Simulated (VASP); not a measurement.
Input of a VASP 6.6.1 run:

INCAR

```
PREC = Accurate
ENCUT = 520
EDIFF = 1E-6
ISMEAR = 0
SIGMA = 0.1
LREAL = False
LASPH = True
NELM = 80
ALGO = Normal
ISIF = 2
LWAVE = False
LCHARG = False
GGA = PS
NBANDS = 17
```

File KPOINTS:

```
Automatic mesh
0
Gamma
  10 10 10
```

Contents of POSCAR:

```
PbS
1.0
    3.6536590000      0.0000000000      0.0000000000
    0.0000000000      3.6536590000      0.0000000000
    0.0000000000      0.0000000000      3.6536590000
Pb S
1 1
Direct
    0.0000000000      0.0000000000      0.0000000000
    0.5230289690      0.4981908547      0.4660586825
```

Potentials or basis: VASP PAW PBE potentials, release 64 (Pb_d, S).

Command:

```console
$ cat potpaw_PBE.64/Pb_d/POTCAR potpaw_PBE.64/S/POTCAR > POTCAR
$ mpirun -np 1 vasp_std > vasp.out
```

(1) What does it give for the largest force?

(2) Predict the band gap on the k mesh.

(3) What does it give for the pressure?

## Answers

(1) 0.175 eV/Å.

(2) zero (bands 10 and 11 overlap by 0.50 eV).

(3) -3.2 GPa.

Caveat: the cell differs from its parent crystal (one atom moved); the cell stands under tension; semilocal functionals underestimate gaps, and a narrow one can read as zero; the PAW data sets were made with another functional, which shifts forces and pressure a little; spin-orbit coupling is left out, which moves the levels of the heavy elements.
